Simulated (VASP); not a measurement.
# Y2Os (Fm-3m) in VASP: density of states with PBE

Aim: the density of states of Y2Os with PBE.

All numbers are computed with VASP 6.6.1; they aren't measurements. Logs are shortened: lines on timing, memory, paths and dates and some standing lists are left out, and cuts for length are marked.

## Step 1: The cell of the first run

Symmetry: Fm-3m, No. 225, cubic system. Conventional cell: a = 6.779 Å, b = 6.779 Å, c = 6.779 Å, α = 90.00°, β = 90.00°, γ = 90.00°. Within 3.9 Å of Y (site symmetry -43m) lie 4 Os at 2.94 Å and 6 Y at 3.39 Å. Within 3.9 Å of Os (site symmetry m-3m) lie 8 Y at 2.94 Å.

## Step 2: Density of states, PBE

POSCAR reads:

```
Y2Os
1.0
    0.0000000000      3.3896823000      3.3896823000
    3.3896823000      0.0000000000      3.3896823000
    3.3896823000      3.3896823000      0.0000000000
Y Os
2 1
Direct
    0.2500000000      0.2500000000      0.2500000000
    0.7500000000      0.7500000000      0.7500000000
    0.0000000000      0.0000000000      0.0000000000
```

INCAR.step1 reads:

```
PREC = Accurate ; ENCUT = 520
EDIFF = 1E-7 ; ISMEAR = 0
SIGMA = 0.1 ; LREAL = F
LASPH = T ; NELM = 60
ALGO = Fast ; ISIF = 2
LWAVE = F ; LCHARG = T
LMAXMIX = 4 ; GGA = PE
NBANDS = 22
```

KPOINTS.step1 reads:

```
regular mesh
0
Gamma
  12 12 12
```

INCAR.step2 reads:

```
PREC = Accurate ; ENCUT = 520
EDIFF = 1E-7 ; ISMEAR = -5
SIGMA = 0.1 ; LREAL = F
LASPH = T ; NELM = 60
ALGO = Fast ; ISIF = 2
LWAVE = F ; LCHARG = F
LMAXMIX = 4 ; GGA = PE
LORBIT = 11 ; NBANDS = 22
NEDOS = 2001 ; ICHARG = 11
```

KPOINTS.step2 reads:

```
regular mesh
0
Gamma
  18 18 18
```

Potentials or basis: VASP PAW PBE potentials, release 64 (Y_sv, Os).

On the command line:

```sh
> cat potpaw_PBE.64/Y_sv/POTCAR potpaw_PBE.64/Os/POTCAR > POTCAR
> cp INCAR.step1 INCAR
> cp KPOINTS.step1 KPOINTS
> mpirun -np 1 vasp_std > vasp.out
> cp INCAR.step2 INCAR
> cp KPOINTS.step2 KPOINTS
> mpirun -np 1 vasp_std > vasp.out
```

OUTCAR:

```text
PREC = Accurate
   ENCUT = 520
   EDIFF = 1E-7
   ISMEAR = -5
   LREAL = F
   LASPH = T
   NELM = 60
   ISIF = 2
   GGA = PE
   LORBIT = 11
   ICHARG = 11

 ion  position               nearest neighbor table
   1  0.250  0.250  0.250-   3 2.94   3 2.94   3 2.94   3 2.94   2 3.39   2 3.39   2 3.39   2 3.39
                             2 3.39   2 3.39
   2  0.750  0.750  0.750-   3 2.94   3 2.94   3 2.94   3 2.94   1 3.39   1 3.39   1 3.39   1 3.39
                             1 3.39   1 3.39
   3  0.000  0.000  0.000-   2 2.94   2 2.94   2 2.94   1 2.94   1 2.94   1 2.94   2 2.94   1 2.94

  LATTYP: Found a face centered cubic cell.
 ALAT       =     6.7793646000

  Lattice vectors:

 A1 = (   0.0000000000,   3.3896823000,   3.3896823000)
 A2 = (   3.3896823000,   0.0000000000,   3.3896823000)
 A3 = (   3.3896823000,   3.3896823000,   0.0000000000)

Analysis of symmetry for initial positions (statically):
=====================================================================
 Subroutine PRICEL returns:
 Original cell was already a primitive cell.

 Routine SETGRP: Setting up the symmetry group for a
 face centered cubic supercell.

 Subroutine GETGRP returns: Found 48 space group operations
 (whereof 48 operations were pure point group operations)
 out of a pool of 48 trial point group operations.

The static configuration has the point symmetry O_h .

Analysis of symmetry for dynamics (positions and initial velocities):
=====================================================================
 Subroutine PRICEL returns:
 Original cell was already a primitive cell.

 Routine SETGRP: Setting up the symmetry group for a
 face centered cubic supercell.

 Subroutine GETGRP returns: Found 48 space group operations
 (whereof 48 operations were pure point group operations)
 out of a pool of 48 trial point group operations.

The dynamic configuration has the point symmetry O_h .

 Subroutine INISYM returns: Found 48 space group operations
 (whereof 48 operations are pure point group operations),
 and found     1 'primitive' translations

----------------------------------------------------------------------------------------

                                     Primitive cell

  volume of cell :      77.8945

  direct lattice vectors                    reciprocal lattice vectors
     0.000000000  3.389682300  3.389682300    -0.147506449  0.147506449  0.147506449
     3.389682300  0.000000000  3.389682300     0.147506449 -0.147506449  0.147506449
     3.389682300  3.389682300  0.000000000     0.147506449  0.147506449 -0.147506449

  length of vectors
     4.793734681  4.793734681  4.793734681     0.255488664  0.255488664  0.255488664

  position of ions in fractional coordinates (direct lattice)
     0.250000000  0.250000000  0.250000000
     0.750000000  0.750000000  0.750000000
     0.000000000  0.000000000  0.000000000

  ion indices of the primitive-cell ions
   primitive index   ion index
                 1           1
                 2           2
                 3           3

----------------------------------------------------------------------------------------

 KPOINTS: regular mesh

Automatic generation of k-mesh.
 Grid dimensions read from file:
 generate k-points for:   18   18   18

 Generating k-lattice:

  Cartesian coordinates                     Fractional coordinates (reciprocal lattice)
    -0.008194803  0.008194803  0.008194803     0.055555556  0.000000000  0.000000000
     0.008194803 -0.008194803  0.008194803     0.000000000  0.055555556  0.000000000
     0.008194803  0.008194803 -0.008194803     0.000000000  0.000000000  0.055555556

  Length of vectors
     0.014193815  0.014193815  0.014193815

  Shift w.r.t. Gamma in fractional coordinates (k-lattice)
     0.000000000  0.000000000  0.000000000

 TETIRR: Found    806 inequivalent tetrahedra from    34992

 Subroutine IBZKPT returns following result:
 ===========================================

 Found    195 irreducible k-points:

 Following reciprocal coordinates:
            Coordinates               Weight
  0.000000  0.000000  0.000000      1.000000
  0.055556  0.000000  0.000000      8.000000
  0.111111  0.000000  0.000000      8.000000
  0.166667  0.000000  0.000000      8.000000
  0.222222  0.000000  0.000000      8.000000
  0.277778  0.000000  0.000000      8.000000
[... 16 lines left out ...]
 -0.277778  0.055556  0.000000     24.000000
 -0.222222  0.055556  0.000000     24.000000
 [... further k-points ...]
   k-points           NKPTS =    195   k-points in BZ     NKDIM =    195   number of bands    NBANDS=     22
   number of dos      NEDOS =   2001   number of ions     NIONS =      3
   total plane-waves  NPLWV =  46656
   dimension x,y,z NGX =    36 NGY =   36 NGZ =   36
   dimension x,y,z NGXF=    72 NGYF=   72 NGZF=   72
   ions per type =               2   1
   NGX,Y,Z   is equivalent  to a cutoff of  12.48, 12.48, 12.48 a.u.
   NGXF,Y,Z  is equivalent  to a cutoff of  24.97, 24.97, 24.97 a.u.
 SYSTEM =  unknown system
   PREC   = accura    normal or accurate (medium, high low for compatibility)
   ISTART =      0    job   : 0-new  1-cont  2-samecut
   ICHARG =     11    charge: 1-file 2-atom 10-const
   ISPIN  =      1    spin polarized calculation?
   LNONCOLLINEAR =      F non collinear calculations
   LSORBIT =      F    spin-orbit coupling
   LASPH  =      T    aspherical Exc in radial PAW
   ENCUT  =  520.0 eV  38.22 Ry    6.18 a.u.   8.91  8.91  8.91*2*pi/ulx,y,z
   NELM   =     60;   NELMIN=  2; NELMDL=  0     # of ELM steps
   EDIFF  = 0.1E-06   stopping-criterion for ELM
   LREAL  =      F    real-space projection
   EDIFFG = 0.1E-05   stopping-criterion for IOM
   NSW    =      0    number of steps for IOM
   IBRION =     -1    ionic relax: 0-MD 1-quasi-New 2-CG
   NFREE  =      0    steps in history (QN), initial steepest desc. (CG)
   ISIF   =      2    stress and relaxation
   ISYM   =      2    0-nonsym 1-usesym 2-fastsym
   POTIM  = 0.5000    time-step for ionic-motion
   TEBEG  =    0.0;   TEEND  =   0.0 temperature during run
   PSTRESS=    0.0 pullay stress
   NELECT =      30.0000    total number of electrons
   NUPDOWN=      -1.0000    fix difference up-down
   EMIN   =  10.00;   EMAX   =-10.00  energy-range for DOS
   EFERMI =   0.00;   METHOD = LEGACY
   ISMEAR =    -5;   SIGMA  =   0.10  broadening in eV -4-tet -1-fermi 0-gaus
   EFERMI_NEDOS =   21; number of points for ismear=-14 and -15
   IALGO  =     68    algorithm
   IMIX   =      4    mixing-type and parameters
     AMIX     =   0.40;   BMIX     =  1.00
     AMIX_MAG =   1.60;   BMIX_MAG =  1.00
  volume/ion in A,a.u.               =      25.96       175.22
  Fermi-wavevector in a.u.,A,eV,Ry     =   1.191095  2.250842 19.302672  1.418706
  Thomas-Fermi vector in A             =   2.327164
   LORBIT       =     11    0 simple, 1 ext, 2 COOP (PROOUT), +10 PAW based schemes
   GGA     = PE    functional components
   LHFCALC =     F    Hartree Fock is set to
   AEXX    =    0.0000 exact exchange contribution
   IVDW    =     0    specifies the selected vdW correction
   LEPSILON=     F    determine dielectric tensor
   LRPA    =     F    only Hartree local field effects (RPA)
 non-spin polarized calculation
 RMM-DIIS sequential band-by-band and
 Fermi weights with tetrahedron method with Bloechl corrections
  energy-cutoff  :      520.00
  volume of cell :       77.89
 maximum number of plane-waves:      2126

 number of electron      30.0000001 magnetization

 Free energy of the ion-electron system (eV)
  ---------------------------------------------------
  ext. energy  EPLUGINS =         0.00000000
  ---------------------------------------------------
  free energy    TOTEN  =       -24.65350971 eV

  energy without entropy =      -24.65350971  energy(sigma->0) =      -24.65350971

 E-fermi :   3.5944     XC(G=0): -10.2632

 val. band max:        3.6170867311   @ k =  -0.2778   0.2778   0.0556
 cond. band min:       3.5593527752   @ k =   0.1667   0.0000   0.0000
 fundamental gap:     -0.0577339559
 Fermi energy:         3.5943884308

 k-point     1 :       0.0000    0.0000    0.0000
  band No.  band energies     occupation
      1     -38.5308      2.00000
      2     -38.3992      2.00000
      3     -18.7166      2.00000
      4     -18.7166      2.00000
      5     -18.7166      2.00000
      6     -18.3049      2.00000
[... 14 lines left out ...]
     21       9.2795      0.00000
     22       9.2795      0.00000

 k-point     2 :       0.0556    0.0000    0.0000
  band No.  band energies     occupation
      1     -38.5298      2.00000
      2     -38.4002      2.00000
      3     -18.7136      2.00000
      4     -18.7136      2.00000
      5     -18.7135      2.00000
      6     -18.3099      2.00000
[... 14 lines left out ...]
     21       9.1896      0.00000
     22       9.1997      0.00000

 k-point     3 :       0.1111    0.0000    0.0000
  band No.  band energies     occupation
      1     -38.5266      2.00000
      2     -38.4031      2.00000
      3     -18.7049      2.00000
      4     -18.7049      2.00000
      5     -18.7044      2.00000
      6     -18.3244      2.00000
[... 14 lines left out ...]
     21       8.9797      0.00000
     22       9.0393      0.00000
[... 476 lines left out ...]
 k-point    23 :      -0.2778    0.0556    0.0000
  band No.  band energies     occupation
      1     -38.5024      2.00000
      2     -38.4257      2.00000
      3     -18.6854      2.00000
      4     -18.6136      2.00000
      5     -18.6131      2.00000
      6     -18.4429      2.00000
[... 14 lines left out ...]
     21       7.6861      0.00000
     22       7.8465      0.00000

 k-point    24 :      -0.2222    0.0556    0.0000
  band No.  band energies     occupation
      1     -38.5111      2.00000
      2     -38.4175      2.00000
      3     -18.7016      2.00000
      4     -18.6422      2.00000
      5     -18.6414      2.00000
      6     -18.4074      2.00000
[... 14 lines left out ...]
     21       8.0723      0.00000
     22       8.1342      0.00000

 [... further k-points ...]

------------------------ aborting loop because EDIFF is reached ----------------------------------------

  FORCE on cell =-STRESS in cart. coord.  units (eV):
  Direction    XX          YY          ZZ          XY          YZ          ZX
  --------------------------------------------------------------------------------------
  -------------------------------------------------------------------------------------
  Total       -0.0148902     -0.0148902     -0.0148902     -0.0000000      0.0000000     -0.0000000
  in kB       -0.3062700     -0.3062700     -0.3062700     -0.0000000      0.0000000     -0.0000000
  external PRESSURE =      -0.3062700 kB  Pullay stress =       0.0000000 kB

 VOLUME and BASIS-vectors are now :
 -----------------------------------------------------------------------------
  energy-cutoff  :      520.00
  volume of cell :       77.89
      direct lattice vectors                 reciprocal lattice vectors
     0.000000000  3.389682300  3.389682300    -0.147506449  0.147506449  0.147506449
     3.389682300  0.000000000  3.389682300     0.147506449 -0.147506449  0.147506449
     3.389682300  3.389682300  0.000000000     0.147506449  0.147506449 -0.147506449

 POSITION                                       TOTAL-FORCE (eV/Angst)
 -----------------------------------------------------------------------------------
      1.69484      1.69484      1.69484        -0.000000      0.000000     -0.000000
      5.08452      5.08452      5.08452         0.000000      0.000000      0.000000
      0.00000      0.00000      0.00000         0.000000     -0.000000     -0.000000
 -----------------------------------------------------------------------------------
    total drift:                                0.000000      0.000000      0.000000

  FREE ENERGIE OF THE ION-ELECTRON SYSTEM (eV)
  ---------------------------------------------------
  free  energy   TOTEN  =       -24.6535097088 eV

  energy  without entropy=      -24.6535097088  energy(sigma->0) =      -24.65350971

 total charge

# of ion       s       p       d       f       tot
--------------------------------------------------
    1        2.291   6.313   1.052   0.042   9.698
    2        2.291   6.313   1.052   0.042   9.698
    3        0.768   0.234   6.263   0.000   7.265
--------------------------------------------------
tot          5.350  12.860   8.367   0.084  26.661
```

Wall time 18 min (1 thread of Oxide Virtual Turin-like, shared host); peak memory 0.44 GiB.

What came out:

```yaml
Valence_electrons_inside_the_program's_atomic_spheres: Y 9.70; Os 7.26
```

Levels at points of the mesh, in eV from the Fermi level:
```
           k point  band 13  band 14  band 15  band 16  band 17  band 18
(0.00, 0.00, 0.00)    -1.01    -1.01    -0.34    -0.34    -0.34     2.93
(0.50, 0.00, 0.00)    -1.52    -1.36    -1.36     0.98     0.98     2.67
(0.50, 0.50, 0.00)    -1.35    -1.35    -0.71     0.68     2.49     2.49
```

Caveat: spin-orbit coupling is left out, which moves the levels of the heavy elements; tetrahedron occupations give inexact forces and stress in metals.
